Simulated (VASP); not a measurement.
A run of VASP 6.6.1 is set up as follows.

The input POSCAR:

```
AlN
1.0
    0.0067295616      2.0255980312      2.0255980312
    2.0255980312      0.0067295616      2.0255980312
    2.0255980312      2.0255980312      0.0067295616
Al N
1 1
Direct
    0.0000000000      0.0000000000      0.0000000000
    0.5000000000      0.5000000000      0.5000000000
```

The input INCAR.step1:

```
PREC     = Accurate       # precision mode
ENCUT    = 500            # plane-wave cutoff, eV
EDIFF    = 1E-8           # SCF threshold, eV
ISMEAR   = 0              # smearing method
SIGMA    = 0.01           # smearing width, eV
LREAL    = F              # projectors in reciprocal space
LASPH    = T              # aspherical terms in the spheres
NELM     = 60             # most SCF steps
ALGO     = Normal         # electronic algorithm
LWAVE    = T              # write WAVECAR
LCHARG   = F              # write CHGCAR
GGA      = PE             # functional
```

INCAR.step2

```
PREC     = Accurate       # precision mode
ENCUT    = 500            # plane-wave cutoff, eV
EDIFF    = 1E-8           # SCF threshold, eV
ISMEAR   = 0              # smearing method
SIGMA    = 0.01           # smearing width, eV
LREAL    = F              # projectors in reciprocal space
LASPH    = T              # aspherical terms in the spheres
NELM     = 1              # most SCF steps
ALGO     = Exact          # electronic algorithm
LWAVE    = T              # write WAVECAR
LCHARG   = F              # write CHGCAR
GGA      = PE             # functional
NBANDS   = 72             # bands
LOPTICS  = T              # frequency-dependent dielectric function
ISTART   = 1
```

INCAR.step3

```
PREC     = Accurate       # precision mode
ENCUT    = 500            # plane-wave cutoff, eV
EDIFF    = 1E-8           # SCF threshold, eV
ISMEAR   = 0              # smearing method
SIGMA    = 0.01           # smearing width, eV
LREAL    = F              # projectors in reciprocal space
LASPH    = T              # aspherical terms in the spheres
ALGO     = EVGW0          # electronic algorithm
LWAVE    = F              # write WAVECAR
LCHARG   = F              # write CHGCAR
GGA      = PE             # functional
NELMGW   = 1            
NBANDS   = 72             # bands
ENCUTGW  = 150.0          # cutoff of the response function
NOMEGA   = 96             # frequency points
PRECFOCK = Fast         
ISTART   = 1            
NBANDSGW = 12           
OMEGAMAX = 20
```

KPOINTS

```
regular mesh
0
Gamma
  6 6 6
```

Potentials or basis: VASP PAW PBE potentials, release 64 (Al_GW, N_GW).

Run with:

```console
$ cat potpaw_PBE.64/Al_GW/POTCAR potpaw_PBE.64/N_GW/POTCAR > POTCAR
$ cp INCAR.step1 INCAR
$ mpirun -np 1 vasp_std > vasp.out
$ cp INCAR.step2 INCAR
$ mpirun -np 1 vasp_std > vasp.out
$ cp INCAR.step3 INCAR
$ mpirun -np 1 vasp_std > vasp.out
```

Predict the quasiparticle gap.

6.13 eV.

Estimate the least direct quasiparticle gap.

7.39 eV.

Predict the least direct gap of the starting levels on the mesh.

5.64 eV.

What does it give for the band gap of the starting levels on the mesh?

4.57 eV.

Caveat: the k points lie up to 0.45 Å⁻¹ apart; bands, screening cutoff and mesh are small and nothing is extrapolated, so the quasiparticle values aren't converged; the structure was generated, so it needn't be the stable form of AlN.
